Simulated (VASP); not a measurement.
## Ge5Mo: single point with PBE

Crystal: Ge5Mo.

```xyz
6
Lattice="3.3600 0.0000 0.0000 0.0000 3.3600 0.0000 0.0000 0.0000 9.3056" Properties=species:S:1:pos:R:3 pbc="T T T"
Ge    1.6800    1.6800    2.8538
Ge    1.6800    1.6800    6.4518
Ge    0.0000    0.0000    1.3389
Ge    0.0000    0.0000    7.9667
Ge    0.0000    0.0000    4.6528
Mo    1.6800    1.6800    0.0000
```

```json
{"Program": "VASP 6.6.1", "Task": "single point", "Functional": "PBE", "Potentials or basis": "VASP PAW PBE potentials, release 64 (Ge_d, Mo_sv)", "Cutoff": "520 eV", "k mesh": "12 × 12 × 4", "Occupations": "gaussian, width 0.1 eV", "Spin": "no spin polarisation"}
```

```
Pressure               : 0.1 GPa
Largest force          : 0.011 eV/Å
Band gap on the k mesh : zero (bands 42 and 43 overlap by 2.57 eV)
```

Forces in eV/Å, atoms in the order of the input:
```
Ge   0.000  0.000  0.009
Ge   0.000  0.000 -0.009
Ge   0.000  0.000  0.011
Ge   0.000  0.000 -0.011
Ge   0.000  0.000  0.000
Mo   0.000  0.000  0.000
```

Levels at points of the mesh, in eV from the Fermi level:
```tsv
k point	band 38	band 39	band 40	band 41	band 42	band 43	band 44	band 45	band 46	band 47
(0.00, 0.00, 0.00)	-1.21	-0.24	-0.24	0.39	0.48	0.60	2.26	2.26	2.58	2.58
(0.50, 0.00, 0.00)	-2.94	-2.02	-1.92	-0.13	1.07	1.32	2.06	3.20	3.56	3.79
(0.50, 0.50, 0.00)	-4.98	-2.43	-2.43	-2.19	-1.76	-0.78	-0.78	0.08	1.33	1.87
(0.00, 0.00, 0.50)	-1.55	0.27	0.27	0.48	0.84	0.94	0.94	1.94	2.29	3.56
(0.50, 0.00, 0.50)	-2.02	-1.69	-1.06	-0.14	0.91	1.63	1.84	2.84	3.21	3.64
(0.50, 0.50, 0.50)	-4.46	-2.99	-2.99	-2.89	-0.92	-0.85	0.02	0.02	1.76	1.76
```

It took 6.8 min on 1 thread of Intel(R) Xeon(R) Platinum 8488C (Sapphire Rapids) (shared host), peak memory 0.46 GiB.
